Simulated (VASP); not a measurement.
# TiH5 (F-43m) in VASP: further runs, part 2 of 2

VASP 6.6.1. The steps go on from the part before.

### 4 Relaxation of cell and atoms, PBE

This run uses another cell than the first one, of 9.25 Å³/atom.

File INCAR:

```
  PREC = Accurate
  ENCUT = 600
  EDIFF = 1E-6
  ISMEAR = 0
  SIGMA = 0.1
  LREAL = F
  LASPH = T
  NELM = 100
  ALGO = Normal
  ISIF = 3
  LWAVE = F
  LCHARG = F
  GGA = PE
  IBRION = 2
  NSW = 90
  EDIFFG = -0.04
```

File KPOINTS:

```
regular mesh
0
Gamma
  6 6 6
```

File POSCAR:

```
TiH5
1.0
    0.0000000000      3.0272514000      3.0272514000
    3.0272514000      0.0000000000      3.0272514000
    3.0272514000      3.0272514000      0.0000000000
Ti H
1 5
Direct
    0.2500000000      0.2500000000      0.2500000000
    0.3727328200      0.8757557300      0.8757557300
    0.8757557300      0.3727328200      0.8757557300
    0.8757557300      0.8757557300      0.3727328200
    0.8757557300      0.8757557300      0.8757557300
    0.5000000000      0.5000000000      0.5000000000
```

Run with:

```
> cat potpaw_PBE.64/Ti_sv/POTCAR potpaw_PBE.64/H/POTCAR > POTCAR
> mpirun -np 1 vasp_std > vasp.out
```

Run time: 4.6 min. Hardware: 1 thread of Intel Xeon 8259CL, shared host; peak memory 0.23 GiB.

It converged, with:

```
Free energy                           : -22.7792 eV
Relaxed volume                        : 4.79 Å³/atom
Relaxed cell                          : a = 3.439 Å, b = 3.439 Å, c = 3.439 Å, α = 60.00°, β = 60.00°, γ = 60.00°
Space group after relaxing (to 0.1 Å) : F-43m (No. 216)
Energy gained by relaxing             : 626.7 meV/atom
Ionic steps                           : 9
Pressure after relaxing               : -0.5 GPa
Largest force after relaxing          : 0.023 eV/Å
Band gap on the k mesh                : zero (an odd number of electrons rules out a gap without spin polarisation)
```

Forces on the atoms (eV/Å):
```
Ti   0.000  0.000  0.000
H   -0.013  0.013  0.013
H    0.013 -0.013  0.013
H    0.013  0.013 -0.013
H   -0.013 -0.013 -0.013
H    0.000  0.000  0.000
```

Step by step:
```
step  energy change (eV)  largest force (eV/Å)  pressure (GPa)  volume (Å³)
   1              0.0000                0.2330          -26.81        55.48
   2             -1.9733                0.1883          -26.94        43.96
   3             -1.1966                0.7802          116.76        19.14
   4             -3.4508                0.0758          -16.86        33.84
   5             -3.7329                0.1300            6.60        27.45
   6             -3.7577                0.0679           -1.11        28.93
   7             -3.7579                0.0844            0.85        28.51
   8             -3.7597                0.0499            0.11        28.65
   9             -3.7602                0.0230           -0.50        28.76
```

Final structure:
```xyz
6
Lattice="0.0000 2.4318 2.4318 2.4318 0.0000 2.4318 2.4318 2.4318 0.0000" Properties=species:S:1:pos:R:3 pbc="T T T"
Ti    1.2159    1.2159    1.2159
H     4.2649    3.0304    3.0304
H     3.0304    4.2649    3.0304
H     3.0304    3.0304    4.2649
H     4.2649    4.2649    4.2649
H     2.4318    2.4318    2.4318
```

Levels at points of the mesh, in eV from the Fermi level:
```csv
k point,band 5,band 6,band 7,band 8,band 9,band 10,band 11,band 12
"(0.00, 0.00, 0.00)",-12.99,-1.76,-1.76,-1.76,-0.18,0.60,0.60,3.81
"(0.50, 0.00, 0.00)",-9.20,-8.16,-2.51,-2.51,0.00,1.39,1.39,2.76
"(0.50, 0.50, 0.00)",-8.00,-7.65,-5.52,-0.65,-0.65,1.39,1.69,1.69
```

Caveat: the volume moved by over 15 % at a fixed basis, so the end points are rough.

### 5 Single point, PBE

File INCAR:

```
  ALGO = Normal
  EDIFF = 1E-7
  ENCUT = 520
  GGA = PE
  ISIF = 2
  ISMEAR = 0
  LASPH = T
  LCHARG = F
  LREAL = F
  LWAVE = F
  NBANDS = 18
  NELM = 60
  PREC = Accurate
  SIGMA = 0.1
```

File KPOINTS:

```
k-points
0
Gamma
  14 14 14
```

File POSCAR:

```
TiH5
1.0
    0.0000000000      2.4282531912      2.4282531912
    2.4282531912      0.0000000000      2.4282531912
    2.4282531912      2.4282531912      0.0000000000
Ti H
1 5
Direct
    0.7500000000      0.7500000000      0.7500000000
    0.1241824326      0.1241824326      0.6274527021
    0.6274527021      0.1241824326      0.1241824326
    0.1241824326      0.1241824326      0.1241824326
    0.1241824326      0.6274527021      0.1241824326
    0.5000000000      0.5000000000      0.5000000000
```

Run with:

```
> cat potpaw_PBE.64/Ti_sv/POTCAR potpaw_PBE.64/H/POTCAR > POTCAR
> mpirun -np 1 vasp_std > vasp.out
```

Wall time 1.9 min (1 thread of Intel Xeon 8259CL, shared host); peak memory 0.19 GiB.

It converged, with:

```yaml
Free_energy: -22.7775 eV
Pressure: -0.2 GPa
Band_gap_on_the_k_mesh: zero (an odd number of electrons rules out a gap without spin polarisation)
```

Levels at points of the mesh, in eV from the Fermi level:
| k point | band 5 | band 6 | band 7 | band 8 | band 9 | band 10 | band 11 | band 12 | band 13 | band 14 |
| --- | --- | --- | --- | --- | --- | --- | --- | --- | --- | --- |
| (0.00, 0.00, 0.00) | -12.98 | -1.71 | -1.71 | -1.71 | -0.12 | 0.62 | 0.62 | 3.82 | 3.82 | 3.82 |
| (0.50, 0.00, 0.00) | -9.16 | -8.16 | -2.49 | -2.49 | 0.02 | 1.42 | 1.42 | 2.79 | 5.24 | 5.24 |
| (0.50, 0.50, 0.00) | -8.06 | -7.54 | -5.50 | -0.60 | -0.60 | 1.41 | 1.73 | 1.73 | 3.54 | 5.67 |

### 6 Relaxation of cell and atoms, PBE

File INCAR:

```
PREC = Accurate ; ENCUT = 600
EDIFF = 1E-7 ; ISMEAR = 0
SIGMA = 0.1 ; LREAL = False
LASPH = True ; NELM = 100
ALGO = Normal ; ISIF = 3
LWAVE = False ; LCHARG = False
GGA = PE ; IBRION = 2
NSW = 100 ; EDIFFG = -0.01
```

File KPOINTS:

```
regular mesh
0
Gamma
  14 14 14
```

File POSCAR:

```
TiH5
1.0
    0.0000000000      2.4286042202      2.4286042202
    2.4286042202      0.0000000000      2.4286042202
    2.4286042202      2.4286042202      0.0000000000
Ti H
1 5
Direct
    0.7500000000      0.7500000000      0.7500000000
    0.1236405162      0.1236405162      0.6290784513
    0.6290784513      0.1236405162      0.1236405162
    0.1236405162      0.1236405162      0.1236405162
    0.1236405162      0.6290784513      0.1236405162
    0.5000000000      0.5000000000      0.5000000000
```

Potentials or basis: VASP PAW PBE potentials, release 64 (Ti_sv, H).

Run with:

```
> cat potpaw_PBE.64/Ti_sv/POTCAR potpaw_PBE.64/H/POTCAR > POTCAR
> mpirun -np 1 vasp_std > vasp.out
```

Wall time 2.4 min (1 thread of Intel Xeon 8259CL, shared host); peak memory 0.19 GiB.

It converged, with:

```yaml
Free_energy: -22.7790 eV
Relaxed_volume: 4.77 Å³/atom
Relaxed_cell: a = 3.434 Å, b = 3.434 Å, c = 3.434 Å, α = 60.00°, β = 60.00°, γ = 60.00°
Space_group_after_relaxing_to_0.1_Å: F-43m (No. 216)
Energy_gained_by_relaxing: 0.0 meV/atom
Ionic_steps: 3
Pressure_after_relaxing: 0.0 GPa
Band_gap_on_the_k_mesh: zero (an odd number of electrons rules out a gap without spin polarisation)
```

The path:
```csv
step,energy change (eV),largest force (eV/Å),pressure (GPa),volume (Å³)
1,0.0000,0.0256,-0.03,28.65
2,-0.0001,0.0186,-0.02,28.64
3,-0.0002,0.0001,-0.03,28.64
```

Final structure:
```
CELL_PARAMETERS angstrom
0.00000 2.42825 2.42825
2.42825 0.00000 2.42825
2.42825 2.42825 0.00000
ATOMIC_POSITIONS crystal
Ti 0.75000 0.75000 0.75000
H 0.12418 0.12418 0.62747
H 0.62747 0.12418 0.12418
H 0.12418 0.12418 0.12418
H 0.12418 0.62747 0.12418
H 0.50000 0.50000 0.50000
```

Levels at points of the mesh, in eV from the Fermi level:
```csv
k point,band 6,band 7,band 8,band 9,band 10,band 11,band 12
"(0.00, 0.00, 0.00)",-1.71,-1.71,-1.71,-0.12,0.62,0.62,3.82
"(0.50, 0.00, 0.00)",-8.16,-2.49,-2.49,0.02,1.42,1.42,2.79
"(0.50, 0.50, 0.00)",-7.54,-5.50,-0.60,-0.60,1.41,1.73,1.73
```

### 7 The runs side by side

| task | cell | k mesh | cutoff (eV) | gap on the mesh (eV) | pressure (GPa) | relaxed volume (Å³/atom) | largest force (eV/Å) |
| --- | --- | --- | --- | --- | --- | --- | --- |
| single point | a = 3.435 Å, angles 60.0°, 6 atoms, atomic positions A | 6 × 6 × 6 | 520 | none | -0.4 | - | - |
| single point | a = 4.281 Å, angles 60.0°, 6 atoms, atomic positions B | 6 × 6 × 6 | 520 | none | -26.9 | - | 0.23 |
| relaxation of cell and atoms | relaxed from a = 4.281 Å, angles 60.0°, 6 atoms, atomic positions B | 6 × 6 × 6 | 600 | none | -0.5 | 4.79 | 0.02 |
| single point | a = 3.434 Å, angles 60.0°, 6 atoms, atomic positions C | 14 × 14 × 14 | 520 | none | -0.2 | - | - |
| relaxation of cell and atoms | relaxed from a = 3.435 Å, angles 60.0°, 6 atoms, atomic positions A | 14 × 14 × 14 | 600 | none | 0.0 | 4.77 | - |

Alike in all rows: level PBE; potentials or basis VASP PAW PBE potentials, release 64 (Ti_sv, H); no spin polarisation; smearing gaussian 0.1 eV.

Caveats: some runs use coarse meshes; the cell stands under tension (at least some runs); the volume moved by over 15 % at a fixed basis, so the end points are rough (at least some runs).

Absolute energies hang on the potentials; compare differences alone.
